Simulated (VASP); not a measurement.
**HfH8: relaxation of cell and atoms with PBE**

Crystal: HfH8.

```
Hf H
1.0
    -2.65878    2.65878    1.73388
     2.65878   -2.65878    1.73388
     2.65878    2.65878   -1.73388
Hf H
1 8
Direct
  0.00000 0.00000 0.00000
  0.32204 0.32204 0.64407
  0.67796 0.67796 0.35593
  0.67796 0.32204 0.00000
  0.00000 0.57454 0.57454
  0.42546 0.00000 0.42546
  0.57454 0.00000 0.57454
  0.00000 0.42546 0.42546
  0.32204 0.67796 0.00000
```

The cell was built from a structure type or drawn by symmetry, and may not be a known phase.

| Property | Result |
| --- | --- |
| Program | VASP 6.6.1 |
| Task | relaxation of cell and atoms |
| Functional | PBE |
| Potentials or basis | VASP PAW PBE potentials, release 64 (Hf_pv, H) |
| Cutoff | 600 eV |
| k mesh | 14 × 14 × 14 |
| Occupations | gaussian, width 0.1 eV |
| Spin | no spin polarisation |
| Dipole correction | no |
| Further INCAR settings | ALGO = Normal; EDIFF = 1e-06; IBRION = 2; EDIFFG = -0.01; NSW = 100; ISIF = 3 |

```
Relaxed volume                        : 5.48 Å³/atom
Relaxed cell                          : a = 4.155 Å, b = 4.155 Å, c = 4.155 Å, α = 99.96°, β = 99.96°, γ = 130.86°
Space group after relaxing (to 0.1 Å) : I4/mmm (No. 139)
Energy gained by relaxing             : 1.0 meV/atom
Ionic steps                           : 14
Pressure after relaxing               : 0.0 GPa
Largest force after relaxing          : 0.010 eV/Å
Band gap on the k mesh                : zero (bands 9 and 10 overlap by 2.97 eV)
```

Forces in eV/Å, atoms in the order of the input:
```
Hf   0.000  0.000  0.000
H   -0.002 -0.002  0.000
H    0.002  0.002  0.000
H   -0.002  0.002  0.000
H    0.010  0.000  0.000
H    0.000 -0.010  0.000
H    0.000  0.010  0.000
H   -0.010  0.000  0.000
H    0.002 -0.002  0.000
```

Stress tensor (GPa, compression positive):
```
 0.14  0.00  0.00
 0.00  0.14  0.00
 0.00  0.00 -0.25
```

Step by step:
```csv
step,energy change (eV),largest force (eV/Å),pressure (GPa),volume (Å³)
1,0.0000,0.0922,-0.53,49.03
2,-0.0019,0.0810,-0.11,48.90
3,-0.0032,0.1161,0.54,48.72
4,-0.0043,0.0690,0.56,48.70
5,-0.0055,0.0414,0.62,48.65
6,-0.0056,0.0638,0.64,48.64
7,-0.0063,0.0556,0.64,48.68
8,-0.0077,0.0307,0.64,48.83
9,-0.0077,0.0367,0.69,49.11
10,-0.0082,0.0164,0.66,48.97
11,-0.0087,0.0131,0.34,49.13
12,-0.0089,0.0229,-0.03,49.33
13,-0.0090,0.0258,0.03,49.35
14,-0.0090,0.0096,0.01,49.35
```

Final structure:
```yaml
crystal:
  lattice:
    - [-2.67207, 2.67207, 1.72778]
    - [2.67207, -2.67207, 1.72778]
    - [2.67207, 2.67207, -1.72778]
  atoms:
    - { symbol: Hf, position: [0.00000, 0.00000, 0.00000] }
    - { symbol: H, position: [0.32796, 0.32796, 0.65593] }
    - { symbol: H, position: [0.67204, 0.67204, 0.34407] }
    - { symbol: H, position: [0.67204, 0.32796, 0.00000] }
    - { symbol: H, position: [0.00000, 0.57386, 0.57386] }
    - { symbol: H, position: [0.42614, 0.00000, 0.42614] }
    - { symbol: H, position: [0.57386, 0.00000, 0.57386] }
    - { symbol: H, position: [0.00000, 0.42614, 0.42614] }
    - { symbol: H, position: [0.32796, 0.67204, 0.00000] }
```

Levels at points of the mesh, in eV from the Fermi level:
```csv
k point,band 7,band 8,band 9,band 10,band 11,band 12
"(0.00, 0.00, 0.00)",-3.60,-1.08,-1.08,1.05,1.17,1.17
"(0.50, 0.00, 0.00)",-4.51,-3.69,-1.34,-0.27,1.52,2.78
"(0.50, 0.50, 0.00)",-2.98,-2.97,-0.96,0.23,0.78,1.50
"(0.50, 0.50, 0.50)",-5.93,-3.54,2.12,2.28,2.28,2.80
```

Run time: 42 min on 1 thread of Oxide Virtual Turin-like Processor, with other jobs on the host, peak memory 0.33 GiB.

Caveat: spin-orbit coupling is left out, which moves the levels of the heavy elements.
